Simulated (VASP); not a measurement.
Write the native input for VASP 6.6.1 that does the following.

| Quantity | Value |
| --- | --- |
| Task | single point |
| Functional | r2SCAN |
| Potentials or basis | VASP PAW PBE potentials, release 64 (Hg, Te) |
| Cutoff | 520 eV |
| k mesh | 12 × 12 × 12 |
| Occupations | gaussian, width 0.1 eV |
| Spin | no spin polarisation |
| Dipole correction | no |
| Further INCAR settings | ALGO = Normal; EDIFF = 1e-07; NBANDS = 16 |

Crystal: HgTe.

```
Hg Te
1.0
     0.00000    2.98484    2.98484
     2.98484    0.00000    2.98484
     2.98484    2.98484    0.00000
Hg Te
1 1
Direct
  0.00000 0.00000 0.00000
  0.50000 0.50000 0.50000
```

This cell differs from its parent crystal: volume scaled by 0.94.

These files were run (other wordings do the same):

POSCAR

```
HgTe
1.0
    0.0000000000      2.9848427299      2.9848427299
    2.9848427299      0.0000000000      2.9848427299
    2.9848427299      2.9848427299      0.0000000000
Hg Te
1 1
Direct
    0.0000000000      0.0000000000      0.0000000000
    0.5000000000      0.5000000000      0.5000000000
```

INCAR.step1

```
SYSTEM = HgTe
PREC = Accurate
ENCUT = 520
ISMEAR = 0
SIGMA = 0.1
LREAL = .FALSE.
LASPH = .TRUE.
NELM = 60
NBANDS = 16
GGA = PE
ALGO = Normal
EDIFF = 1E-4
LWAVE = .TRUE.
LCHARG = .FALSE.
```

INCAR.step2

```
SYSTEM = HgTe
PREC = Accurate
ENCUT = 520
EDIFF = 1E-7
ISMEAR = 0
SIGMA = 0.1
LREAL = .FALSE.
LASPH = .TRUE.
NELM = 60
ALGO = Normal
ISIF = 2
LWAVE = .FALSE.
LCHARG = .TRUE.
METAGGA = R2SCAN
LMIXTAU = .TRUE.
LELF = .TRUE.
LVHAR = .TRUE.
NBANDS = 16
ISTART = 1
```

KPOINTS

```
regular mesh
0
G
  12 12 12
  0 0 0
```

Potentials or basis: VASP PAW PBE potentials, release 64 (Hg, Te).

Launch:

```bash
$ cat potpaw_PBE.64/Hg/POTCAR potpaw_PBE.64/Te/POTCAR > POTCAR
$ cp INCAR.step1 INCAR
$ mpirun -np 1 vasp_std > vasp.out
$ cp INCAR.step2 INCAR
$ mpirun -np 1 vasp_std > vasp.out
```

It gave:

The pressure is 4.1 GPa. The band gap on the k mesh is zero (band 9 reaches 5.30 eV, above the bottom of band 10 at 2.33 eV).

Caveat: the PAW data sets were made with another functional, which shifts forces and pressure a little; spin-orbit coupling is left out, which moves the levels of the heavy elements.

Wall time 2.9 min on 1 thread of Intel(R) Xeon(R) Platinum 8259CL CPU @ 2.50GHz (Skylake/Cascade Lake) (shared host), peak memory 0.23 GiB.
